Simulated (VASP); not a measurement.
## In3As: single point with r2SCAN

In3As:

```
In As
1.0
     4.67168    0.00000    0.00000
     0.00000    4.67168    0.00000
     0.00000    0.00000    4.67168
In As
3 1
Direct
  0.50000 0.50000 0.00000
  0.50000 0.00000 0.50000
  0.00000 0.50000 0.50000
  0.00000 0.00000 0.00000
```

* Program: VASP 6.6.1
* Task: single point
* Functional: r2SCAN
* Potentials or basis: VASP PAW PBE potentials, release 64 (In_d, As)
* Cutoff: 520 eV
* k mesh: 5 × 5 × 5
* Occupations: fermi-dirac, width 0.01 eV
* Spin: no spin polarisation

| Quantity | Value |
| --- | --- |
| Pressure | -0.5 GPa |
| Band gap on the k mesh | zero (band 22 reaches 7.13 eV, above the bottom of band 23 at 4.83 eV) |

Levels at points of the mesh, in eV from the Fermi level:
```tsv
k point	band 20	band 21	band 22	band 23	band 24	band 25
(0.00, 0.00, 0.00)	-3.20	-2.02	-2.02	2.00	2.00	2.00
```

It took 66 s on 1 thread of Intel(R) Xeon(R) Platinum 8488C (Sapphire Rapids), with other jobs on the host, peak memory 0.22 GiB.

Caveat: the PAW data sets were made with another functional, which shifts forces and pressure a little; spin-orbit coupling is left out, which moves the levels of the heavy elements.
